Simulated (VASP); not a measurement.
# TiO2 in VASP: relaxation of the atoms with r2SCAN

Aim: the relaxation of the atoms of TiO2 with r2SCAN.

Everything below comes from runs of VASP 6.6.1. Logs are shortened: lines on timing, memory, paths and dates and some standing lists are left out, and cuts for length are marked.

### Step 1. The cell of the first run

The cell holds a slab with vacuum, 15 atoms: a = 3.778 Å, b = 3.778 Å, c = 25.402 Å, α = 90.00°, β = 90.00°, γ = 90.00°.

### Step 2. Relaxation of the atoms, r2SCAN

POSCAR reads:

```
TiO2
1.0
    3.7779222992      0.0000000000      0.0000000000
    0.0000000000      3.7779222992      0.0000000000
    0.0000000000      0.0000000000     25.4022745262
O Ti
10 5
Direct
    0.5000000000      0.0000000000      0.2952491515
    0.0000000000      0.5000000000      0.3274819458
    0.5000000000      0.5000000000      0.3895663772
    0.0000000000      0.0000000000      0.4217991715
    0.0000000000      0.5000000000      0.4838836029
    0.5000000000      0.0000000000      0.5161163971
    0.0000000000      0.0000000000      0.5782008285
    0.5000000000      0.5000000000      0.6104336228
    0.5000000000      0.0000000000      0.6725180542
    0.0000000000      0.5000000000      0.7047508485
    0.5000000000      0.5000000000      0.3113655486
    0.0000000000      0.5000000000      0.4056827743
    0.0000000000      0.0000000000      0.5000000000
    0.5000000000      0.0000000000      0.5943172257
    0.5000000000      0.5000000000      0.6886344514
```

INCAR.step1 reads:

```
  PREC = Accurate
  ENCUT = 520
  ISMEAR = 0
  SIGMA = 0.05
  LREAL = Auto
  LASPH = True
  NELM = 60
  LDIPOL = True
  IDIPOL = 3
  DIPOL = 0.5 0.5 0.500
  GGA = PE
  ALGO = Normal
  EDIFF = 1E-4
  LWAVE = True
  LCHARG = False
  KPAR = 4
```

INCAR.step2 reads:

```
  PREC = Accurate
  ENCUT = 520
  EDIFF = 1E-6
  ISMEAR = 0
  SIGMA = 0.05
  LREAL = Auto
  LASPH = True
  NELM = 60
  ALGO = Normal
  ISIF = 2
  LWAVE = False
  LCHARG = False
  LDIPOL = True
  IDIPOL = 3
  DIPOL = 0.5 0.5 0.500
  METAGGA = R2SCAN
  LMIXTAU = True
  IBRION = 2
  NSW = 80
  EDIFFG = -0.02
  ISTART = 1
  KPAR = 4
```

KPOINTS reads:

```
Automatic mesh
0
Gamma
  7 7 1
```

Potentials or basis: VASP PAW PBE potentials, release 64 (O, Ti_sv).

Command:

```bash
$ cat potpaw_PBE.64/O/POTCAR potpaw_PBE.64/Ti_sv/POTCAR > POTCAR
$ cp INCAR.step1 INCAR
$ mpirun -np 4 vasp_std > vasp.out
$ cp INCAR.step2 INCAR
$ mpirun -np 4 vasp_std > vasp.out
```

OUTCAR:

```text
PREC = Accurate
   ENCUT = 520
   EDIFF = 1E-6
   ISMEAR = 0
   LREAL = Auto
   LASPH = True
   NELM = 60
   ISIF = 2
   METAGGA = R2SCAN
   IBRION = 2
   NSW = 80
   EDIFFG = -0.02
   ISTART = 1

 ion  position               nearest neighbor table
   1  0.500  0.000  0.295-  11 1.93  11 1.93
   2  0.000  0.500  0.327-  11 1.93  11 1.93  12 1.99
   3  0.500  0.500  0.390-  12 1.93  12 1.93  11 1.99
   4  0.000  0.000  0.422-  12 1.93  12 1.93  13 1.99
   5  0.000  0.500  0.484-  13 1.93  13 1.93  12 1.99
   6  0.500  0.000  0.516-  13 1.93  13 1.93  14 1.99
   7  0.000  0.000  0.578-  14 1.93  14 1.93  13 1.99
   8  0.500  0.500  0.610-  14 1.93  14 1.93  15 1.99
   9  0.500  0.000  0.673-  15 1.93  15 1.93  14 1.99
  10  0.000  0.500  0.705-  15 1.93  15 1.93
  11  0.500  0.500  0.311-   1 1.93   1 1.93   2 1.93   2 1.93   3 1.99
  12  0.000  0.500  0.406-   3 1.93   3 1.93   4 1.93   4 1.93   2 1.99   5 1.99
  13  0.000  0.000  0.500-   5 1.93   6 1.93   5 1.93   6 1.93   4 1.99   7 1.99
  14  0.500  0.000  0.594-   8 1.93   8 1.93   7 1.93   7 1.93   9 1.99   6 1.99
  15  0.500  0.500  0.689-  10 1.93  10 1.93   9 1.93   9 1.93   8 1.99

  LATTYP: Found a simple tetragonal cell.
 ALAT       =     3.7779222992
 C/A-ratio  =     6.7238742659

  Lattice vectors:

 A1 = (   3.7779222992,   0.0000000000,   0.0000000000)
 A2 = (   0.0000000000,   3.7779222992,   0.0000000000)
 A3 = (   0.0000000000,   0.0000000000,  25.4022745262)

Analysis of symmetry for initial positions (statically):
=====================================================================
 Subroutine PRICEL returns:
 Original cell was already a primitive cell.

 Routine SETGRP: Setting up the symmetry group for a
 simple tetragonal supercell.

 Subroutine GETGRP returns: Found  8 space group operations
 (whereof  8 operations were pure point group operations)
 out of a pool of 16 trial point group operations.

The static configuration has the point symmetry D_2d.

Analysis of symmetry for dynamics (positions and initial velocities):
=====================================================================
 Subroutine PRICEL returns:
 Original cell was already a primitive cell.

 Routine SETGRP: Setting up the symmetry group for a
 simple tetragonal supercell.

 Subroutine GETGRP returns: Found  8 space group operations
 (whereof  8 operations were pure point group operations)
 out of a pool of 16 trial point group operations.

The dynamic configuration has the point symmetry D_2d.

 Subroutine INISYM returns: Found  8 space group operations
 (whereof  8 operations are pure point group operations),
 and found     1 'primitive' translations

----------------------------------------------------------------------------------------

                                     Primitive cell

  volume of cell :     362.5590

  direct lattice vectors                    reciprocal lattice vectors
     3.777922299  0.000000000  0.000000000     0.264695756  0.000000000  0.000000000
     0.000000000  3.777922299  0.000000000     0.000000000  0.264695756  0.000000000
     0.000000000  0.000000000 25.402274526     0.000000000  0.000000000  0.039366554

  length of vectors
     3.777922299  3.777922299 25.402274526     0.264695756  0.264695756  0.039366554

  position of ions in fractional coordinates (direct lattice)
     0.500000000  0.000000000  0.295249152
     0.000000000  0.500000000  0.327481946
     0.500000000  0.500000000  0.389566377
     0.000000000  0.000000000  0.421799171
     0.000000000  0.500000000  0.483883603
     0.500000000  0.000000000  0.516116397
     0.000000000  0.000000000  0.578200829
     0.500000000  0.500000000  0.610433623
     0.500000000  0.000000000  0.672518054
     0.000000000  0.500000000  0.704750848
     0.500000000  0.500000000  0.311365549
     0.000000000  0.500000000  0.405682774
     0.000000000  0.000000000  0.500000000
     0.500000000  0.000000000  0.594317226
     0.500000000  0.500000000  0.688634451

  ion indices of the primitive-cell ions
   primitive index   ion index
                 1           1
                 2           2
                 3           3
                 4           4
                 5           5
                 6           6
                 7           7
                 8           8
                 9           9
[... 41 lines left out ...]
  0.428571  0.142857  0.000000      8.000000
  0.285714  0.285714  0.000000      4.000000
  0.428571  0.285714  0.000000      8.000000
  0.428571  0.428571  0.000000      4.000000
   k-points           NKPTS =     10   k-points in BZ     NKDIM =     10   number of bands    NBANDS=     72
   number of dos      NEDOS =    301   number of ions     NIONS =     15
   total plane-waves  NPLWV = 150528
   dimension x,y,z NGX =    28 NGY =   28 NGZ =  192
   dimension x,y,z NGXF=    56 NGYF=   56 NGZF=  384
   ions per type =              10   5
   NGX,Y,Z   is equivalent  to a cutoff of  12.32, 12.32, 12.57 a.u.
   NGXF,Y,Z  is equivalent  to a cutoff of  24.64, 24.64, 25.13 a.u.
 SYSTEM =  unknown system
   PREC   = accura    normal or accurate (medium, high low for compatibility)
   ISTART =      1    job   : 0-new  1-cont  2-samecut
   ICHARG =      0    charge: 1-file 2-atom 10-const
   ISPIN  =      1    spin polarized calculation?
   LNONCOLLINEAR =      F non collinear calculations
   LSORBIT =      F    spin-orbit coupling
   LASPH  =      T    aspherical Exc in radial PAW
   ENCUT  =  520.0 eV  38.22 Ry    6.18 a.u.   7.02  7.02 47.23*2*pi/ulx,y,z
   NELM   =     60;   NELMIN=  2; NELMDL=  0     # of ELM steps
   EDIFF  = 0.1E-05   stopping-criterion for ELM
   LREAL  =      T    real-space projection
   EDIFFG = -.2E-01   stopping-criterion for IOM
   NSW    =     80    number of steps for IOM
   IBRION =      2    ionic relax: 0-MD 1-quasi-New 2-CG
   NFREE  =      1    steps in history (QN), initial steepest desc. (CG)
   ISIF   =      2    stress and relaxation
   ISYM   =      2    0-nonsym 1-usesym 2-fastsym
   POTIM  = 0.5000    time-step for ionic-motion
   TEBEG  =    0.0;   TEEND  =   0.0 temperature during run
   PSTRESS=    0.0 pullay stress
   NELECT =     120.0000    total number of electrons
   NUPDOWN=      -1.0000    fix difference up-down
   EMIN   =  10.00;   EMAX   =-10.00  energy-range for DOS
   EFERMI =   0.00;   METHOD = LEGACY
   ISMEAR =     0;   SIGMA  =   0.05  broadening in eV -4-tet -1-fermi 0-gaus
   EFERMI_NEDOS =   21; number of points for ismear=-14 and -15
   IALGO  =     38    algorithm
   IMIX   =      4    mixing-type and parameters
     AMIX     =   0.40;   BMIX     =  1.00
     AMIX_MAG =   1.60;   BMIX_MAG =  1.00
  volume/ion in A,a.u.               =      24.17       163.11
  Fermi-wavevector in a.u.,A,eV,Ry     =   1.132424  2.139971 17.447892  1.282384
  Thomas-Fermi vector in A             =   2.269125
   LORBIT       =      0    0 simple, 1 ext, 2 COOP (PROOUT), +10 PAW based schemes
   METAGGA = R2SCAN    functional components
   LHFCALC =     F    Hartree Fock is set to
   AEXX    =    0.0000 exact exchange contribution
   IVDW    =     0    specifies the selected vdW correction
   LEPSILON=     F    determine dielectric tensor
   LRPA    =     F    only Hartree local field effects (RPA)
 conjugate gradient relaxation of ions
 non-spin polarized calculation
 Gauss-broadening in eV      SIGMA  =   0.05
  energy-cutoff  :      520.00
  volume of cell :      362.56
 maximum number of plane-waves:      9790
   NGX = 15   NGY = 15   NGZ = 95

--------------------------------------- Ionic step        1  -------------------------------------------

 number of electron     119.9999955 magnetization

 Free energy of the ion-electron system (eV)
  ---------------------------------------------------
  ext. energy  EPLUGINS =         0.00000000
  ---------------------------------------------------
  free energy    TOTEN  =      -172.28098298 eV

  energy without entropy =     -172.28098298  energy(sigma->0) =     -172.28098298

------------------------ aborting loop because EDIFF is reached ----------------------------------------

  FORCE on cell =-STRESS in cart. coord.  units (eV):
  Direction    XX          YY          ZZ          XY          YZ          ZX
  --------------------------------------------------------------------------------------
  -------------------------------------------------------------------------------------
  Total       -6.5188668     -6.5188668     -2.2339332      0.0000000      0.0000000      0.0000000
  in kB      -28.8073987    -28.8073987     -9.8719311      0.0000000      0.0000000      0.0000000
  external PRESSURE =     -22.4955762 kB  Pullay stress =       0.0000000 kB
[... 128 lines left out ...]
  FREE ENERGIE OF THE ION-ELECTRON SYSTEM (eV)
  ---------------------------------------------------
  free  energy   TOTEN  =      -172.3642111788 eV

  energy  without entropy=     -172.3642111788  energy(sigma->0) =     -172.36421118

[... ionic steps 4 to 7 ...]

--------------------------------------- Ionic step        8  -------------------------------------------

 number of electron     119.9999959 magnetization

------------------------ aborting loop because EDIFF is reached ----------------------------------------
[... 38 lines left out ...]
  FREE ENERGIE OF THE ION-ELECTRON SYSTEM (eV)
  ---------------------------------------------------
  free  energy   TOTEN  =      -172.3720980851 eV

  energy  without entropy=     -172.3720980851  energy(sigma->0) =     -172.37209809

 dipolmoment           0.000000      0.000000     -0.000000 electrons x Angstroem

--------------------------------------- Ionic step        9  -------------------------------------------

 number of electron     119.9999958 magnetization

------------------------ aborting loop because EDIFF is reached ----------------------------------------

 vacuum level on the upper side and lower side of the slab       (xc-potential included)        -0.030        -0.030

  FORCE on cell =-STRESS in cart. coord.  units (eV):
  Direction    XX          YY          ZZ          XY          YZ          ZX
  --------------------------------------------------------------------------------------
  -------------------------------------------------------------------------------------
  Total       -6.4767108     -6.4767108      0.2010301      0.0000000      0.0000000      0.0000000
  in kB      -28.6211079    -28.6211079      0.8883682      0.0000000      0.0000000      0.0000000
  external PRESSURE =     -18.7846159 kB  Pullay stress =       0.0000000 kB
[... 36 lines left out ...]
--------------------------------------- Ionic step       10  -------------------------------------------

 number of electron     119.9999958 magnetization

 dipolmoment           0.000000      0.000000      0.000000 electrons x Angstroem

 Free energy of the ion-electron system (eV)
  ---------------------------------------------------
  ext. energy  EPLUGINS =         0.00000000
  ---------------------------------------------------
  free energy    TOTEN  =      -172.37225903 eV

  energy without entropy =     -172.37225903  energy(sigma->0) =     -172.37225903

 E-fermi :  -1.3368     XC(G=0):  -5.8263

 val. band max:       -1.7053031996   @ k =   0.4286   0.4286   0.0000
 cond. band min:       0.1298167914   @ k =   0.0000   0.0000   0.0000
 fundamental gap:      1.8351199910
 Fermi energy:        -1.3367939063

 k-point     1 :       0.0000    0.0000    0.0000
  band No.  band energies     occupation
      1     -61.0729      2.00000
      2     -61.0624      2.00000
      3     -61.0244      2.00000
      4     -60.7625      2.00000
      5     -60.7625      2.00000
      6     -36.4525      2.00000
[... 739 lines left out ...]
     71       2.6850      0.00000
     72       2.6938      0.00000

------------------------ aborting loop because EDIFF is reached ----------------------------------------

 vacuum level on the upper side and lower side of the slab       (xc-potential included)         0.006         0.006

  FORCE on cell =-STRESS in cart. coord.  units (eV):
  Direction    XX          YY          ZZ          XY          YZ          ZX
  --------------------------------------------------------------------------------------
  -------------------------------------------------------------------------------------
  Total       -6.5142316     -6.5142316      0.1479419      0.0000000      0.0000000      0.0000000
  in kB      -28.7869153    -28.7869153      0.6537674      0.0000000      0.0000000      0.0000000
  external PRESSURE =     -18.9733544 kB  Pullay stress =       0.0000000 kB
[... 30 lines left out ...]
  FREE ENERGIE OF THE ION-ELECTRON SYSTEM (eV)
  ---------------------------------------------------
  free  energy   TOTEN  =      -172.3722590328 eV

  energy  without entropy=     -172.3722590328  energy(sigma->0) =     -172.37225903

 reached required accuracy - stopping structural energy minimisation

 vacuum level on the upper side and lower side of the slab         4.762         4.762
```

Wall time 29 min (4 MPI ranks of AMD EPYC 9R45 (Zen 5), shared host); peak memory 0.56 GiB.

Results:

```
Free energy                  : -172.3723 eV
Energy gained by relaxing    : 6.1 meV/atom
Ionic steps                  : 10
Largest force after relaxing : 0.014 eV/Å
Band gap on the k mesh       : 1.84 eV (least direct gap 2.19 eV)
```

Forces in eV/Å, atoms in the order of the input:
```
O    0.000  0.000 -0.009
O    0.000  0.000  0.011
O    0.000  0.000 -0.014
O    0.000  0.000 -0.003
O    0.000  0.000  0.006
O    0.000  0.000 -0.006
O    0.000  0.000  0.003
O    0.000  0.000  0.014
O    0.000  0.000 -0.011
O    0.000  0.000  0.009
Ti   0.000  0.000 -0.008
Ti   0.000  0.000 -0.005
Ti   0.000  0.000  0.000
Ti   0.000  0.000  0.005
Ti   0.000  0.000  0.008
```

Step by step:
```
step  energy change (eV)  largest force (eV/Å)  pressure (GPa)
   1              0.0000                1.3615           -2.25
   2             -0.0563                0.9222           -1.60
   3             -0.0832                0.2854           -1.87
   4             -0.0876                0.3029           -1.84
   5             -0.0887                0.1227           -1.84
   6             -0.0909                0.0470           -1.84
   7             -0.0909                0.0398           -1.84
   8             -0.0911                0.0268           -1.86
   9             -0.0912                0.0356           -1.88
  10             -0.0913                0.0137           -1.90
```

Final structure:
```xyz
15
Lattice="3.7779 0.0000 0.0000 0.0000 3.7779 0.0000 0.0000 0.0000 25.4023" Properties=species:S:1:pos:R:3 pbc="T T T"
O     1.8890    0.0000    7.4656
O     0.0000    1.8890    8.3280
O     1.8890    1.8890    9.8835
O     3.7779    0.0000   10.7123
O     0.0000    1.8890   12.2872
O     1.8890    0.0000   13.1151
O     0.0000    0.0000   14.6900
O     1.8890    1.8890   15.5188
O     1.8890    0.0000   17.0742
O     0.0000    1.8890   17.9367
Ti    1.8890    1.8890    7.9541
Ti    0.0000    1.8890   10.2917
Ti    3.7779    0.0000   12.7011
Ti    1.8890    0.0000   15.1106
Ti    1.8890    1.8890   17.4482
```

Caveat: the PAW data sets were made with another functional, which shifts forces and pressure a little.
